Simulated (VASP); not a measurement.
Pb:

```
Pb
1.0
     0.00000    2.49475    2.49475
     2.49475    0.00000    2.49475
     2.49475    2.49475    0.00000
Pb
1
Cartesian
  0.0000 0.0000 0.0000
```

- Program: VASP 6.6.1
- Task: relaxation of cell and atoms
- Functional: PBEsol
- Potentials or basis: VASP PAW PBE potentials, release 64 (Pb_d)
- Cutoff: 600 eV
- k mesh: 14 × 14 × 14
- Occupations: gaussian, width 0.1 eV
- Spin: no spin polarisation

At the start: pressure -1.5 GPa; volume 31.05 Å³/atom.

**Question.** Where does the relaxation end?

**Answer.** Over 3 steps the energy falls by 4.7 meV/atom and the volume is 30.05 Å³/atom (-3.2 %); space group Fm-3m (No. 225, to 0.05 Å).

Step by step:
```tsv
step	energy change (eV)	largest force (eV/Å)	pressure (GPa)	volume (Å³)
1	0.0000	0.0000	-1.46	31.05
2	-0.0044	0.0000	0.40	29.80
3	-0.0047	0.0000	0.00	30.05
```

Final structure:
```
CELL_PARAMETERS angstrom
0.00000 2.46748 2.46748
2.46748 0.00000 2.46748
2.46748 2.46748 0.00000
ATOMIC_POSITIONS crystal
Pb 0.00000 0.00000 0.00000
```

Caveat: the PAW data sets were made with another functional, which shifts forces and pressure a little.
